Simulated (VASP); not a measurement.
## Li7CaNb8O24 (a cell with a defect): single point with PBE

Li7CaNb8O24 (a cell with a defect):

```xyz
40
Lattice="2.5950 1.4982 4.6722 -5.1899 2.9964 9.3444 0.0000 -5.9928 9.3444" Properties=species:S:1:pos:R:3 pbc="T T T"
Li    0.0000   -0.0270   10.1568
Li   -0.0468   -0.0075    3.1044
Li    0.0427   -2.9236   14.7923
Li   -0.0250   -2.9544    7.7606
Li   -2.6116    1.4113   14.7969
Li   -2.6290    1.4381    7.7629
Li   -2.5504   -1.5523   19.3650
Nb    0.0789    0.0587   14.0920
Nb    0.0372   -0.0048    7.0307
Nb   -0.0064   -3.1213   18.7405
Nb    0.0943   -3.0783   11.7547
Nb   -2.7164    1.4983   18.7322
Nb   -2.6479    1.5632   11.7352
Nb   -2.6094   -1.5129   23.4016
Nb   -2.6425   -1.5955   16.3389
O    -0.8898   -1.2465    8.4772
O    -0.6974    1.4252    8.4174
O     1.5571   -0.1050    8.4303
O     0.6447   -1.5338    6.1313
O     1.0206    1.3474    6.0974
O    -1.6430    0.1856    6.0816
O    -0.9758   -4.2726   13.0634
O    -0.4391   -1.5421   13.1979
O     1.6175   -3.1425   13.1117
O     0.7116   -4.5414   10.7392
O     1.0619   -1.6645   10.7939
O    -1.5828   -2.7223   10.8602
O    -3.6144    0.4142   13.1471
O    -3.2730    3.0251   13.0422
O    -1.0101    1.2930   13.1464
O    -1.9488   -0.0283   10.8530
O    -1.5397    2.8160   10.8090
O    -4.2283    1.6980   10.7046
O    -3.5978   -2.7750   17.6920
O    -3.2266    0.0092   17.7075
O    -1.1424   -1.8391   17.7962
O    -1.9407   -3.0208   15.3198
O    -1.5610   -0.2213   15.4620
O    -4.2037   -1.3146   15.2881
Ca   -2.5938   -1.5120   12.6758
```

```yaml
Program: VASP 6.6.1
Task: single point
Functional: PBE
Potentials_or_basis: VASP PAW PBE potentials, release 64 (Li_sv, Nb_sv, O, Ca_sv)
Cutoff: 520 eV
k_mesh: 1 × 1 × 1
Occupations: fermi-dirac, width 0.01 eV
Spin: collinear spin
Fixed_moment: 1 μB
```

* Largest force: 1.022 eV/Å
* Net moment: 1.00 μB per cell
* Site moments: Li +0.00; Nb +0.06, +0.09, +0.12, +0.13, +0.10, +0.15, +0.11 (each value once); O -0.00, -0.01, +0.00 (each value once); Ca +0.00 μB
* Valence electrons inside the program's atomic spheres: Li 2.06; Nb 10.44, 10.42, 10.41, 10.43 (each value once); O 5.08, 5.09, 5.07, 5.06, 5.10, 5.11 (each value once); Ca 8.26

Forces on the atoms (eV/Å):
```
Li  -0.019  0.022  0.002
Li   0.003 -0.009  0.028
Li  -0.007  0.020  0.003
Li   0.017  0.016  0.022
Li  -0.003 -0.016  0.022
Li   0.029 -0.023  0.009
Li   0.025  0.018 -0.005
Nb  -0.636  0.063 -0.515
Nb  -0.041 -0.683 -0.508
Nb  -0.334 -0.697 -0.575
Nb  -0.222 -0.707 -0.704
Nb  -0.368 -0.193 -0.718
Nb  -0.374 -0.187 -0.522
Nb  -0.315 -0.325 -0.592
Nb   0.126 -0.603 -0.800
O   -0.014  0.066  0.041
O   -0.112  0.429  0.206
O    0.138  0.216  0.327
O    0.126  0.160  0.267
O    0.084  0.063 -0.034
O    0.185  0.205  0.218
O    0.024  0.089  0.018
O   -0.016  0.335  0.369
O    0.030  0.357  0.358
O    0.109  0.253  0.197
O   -0.032  0.018  0.105
O    0.354 -0.005  0.333
O   -0.035  0.073  0.102
O    0.018  0.263  0.201
O    0.217  0.013  0.114
O    0.356 -0.156  0.411
O   -0.021 -0.002  0.082
O    0.245 -0.047  0.195
O   -0.128 -0.008  0.175
O    0.010  0.396  0.346
O   -0.024  0.344  0.467
O    0.150  0.395  0.163
O   -0.064  0.076  0.069
O    0.202 -0.050  0.274
Ca   0.316 -0.179 -0.151
```

Run time: 10 min on 1 thread of Intel(R) Xeon(R) Platinum 8488C (Sapphire Rapids), with other jobs on the host, peak memory 0.88 GiB.

Caveat: the k points lie up to 1.14 Å⁻¹ apart, too coarse for converged energies, forces and pressures; the total moment is fixed, so each spin has its own Fermi level and the state may be an excited one.
